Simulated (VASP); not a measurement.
Runs of VASP 6.6.1 on AlN. The structure is that of space group Fm-3m (No. 225), or close to it. The cells are those of the table. 

```tsv
cell	gap on the mesh (eV)	pressure (GPa)
a = 2.757 Å, angles 61.3°, 2 atoms	4.49	24.8
a = 2.771 Å, angles 60.7°, 2 atoms	4.77	24.7
a = 2.813 Å, angles 58.7°, 2 atoms	(a)	24.8
a = 2.799 Å, angles 59.3°, 2 atoms	4.84	24.7
```

Alike in all rows: task single point; level PBEsol; potentials or basis VASP PAW PBE potentials, release 64 (Al, N); no spin polarisation; k mesh 8 × 8 × 8; cutoff (eV) 600; smearing fermi-dirac 0.02 eV.

**Question.** Fill in the values left out.

**Answer.** (a) 4.63.

Caveats: the PAW data sets were made with another functional, which shifts forces and pressure a little.

A k mesh can miss the band edges.
